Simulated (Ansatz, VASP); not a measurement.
**One calculation of NaI, two programs**

```
CELL_PARAMETERS angstrom
-0.09641 3.22972 3.22972
3.22972 -0.09641 3.22972
3.13331 3.13331 0.00000
ATOMIC_POSITIONS crystal
Na 0.00000 0.00000 0.00000
I 0.50000 0.50000 0.50000
```

Change from the starting cell: shear_xy strain -6.0%.

Alike in both runs: task single point; functional r2SCAN; k mesh 8 × 8 × 8; no spin polarisation.

|  | VASP | Ansatz |
| --- | --- | --- |
| version | VASP 6.6.1 | Ansatz 0.2.0 |
| potentials or method | VASP PAW PBE potentials, release 64 (Na_pv, I) | plane waves, PAW |
| plane-wave cutoff (eV) | 520 | 500 |
| occupations | gaussian, width 0.01 eV | fixed |
| valence electrons in the cell | 14 | 26 |

Ansatz gave:

| Property | Result |
| --- | --- |
| gap on the k mesh at the Fermi level (eV) | 4.29 |
| pressure (GPa) | 0.0 |
| traceless stress, the component that is largest in VASP (GPa) | 0.49 |

Q: Estimate VASP's values.

A: gap on the k mesh at the Fermi level (eV): 4.30; pressure (GPa): 0.0; traceless stress, the component that is largest in VASP (GPa): 0.51.

VASP's potentials were made for PBE, not for r2SCAN. VASP's potentials hold 14 valence electrons a cell and Ansatz's 26, so a difference there can come from the potentials and not from the codes.

Spin-orbit coupling is off throughout.
